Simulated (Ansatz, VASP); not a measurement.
**Ta in VASP and in Ansatz**

```
Ta
1.0
     2.50496    0.00000    0.00000
     0.00000    2.50496    0.00000
     0.00000    0.00000    2.50496
Ta
1
Direct
  0.00000 0.00000 0.00000
```

Change from the starting cell: volume scaled by 0.76, crystal datasets.

Alike in both runs: task single point; functional PBE; k mesh 14 × 14 × 14; occupations fermi-dirac, width 0.08 eV; no spin polarisation.

|  | VASP | Ansatz |
| --- | --- | --- |
| version | VASP 6.6.1 | Ansatz 0.2.0 |
| potentials or method | VASP PAW PBE potentials, release 64 (Ta_pv), cutoff 500 eV | all-electron PAW with datasets made for the crystal, scalar-relativistic |

|  | VASP | Ansatz | Ansatz less VASP |
| --- | --- | --- | --- |
| pressure (GPa) | 66.8 | 65.1 | -1.69 |

Both programs put the cell under a high pressure, so it lies far from rest at this level. Ansatz ran all-electron here, and VASP with PAW potentials.

Spin-orbit coupling is off throughout. Noted on VASP's run: the cell as given lies far from equilibrium.
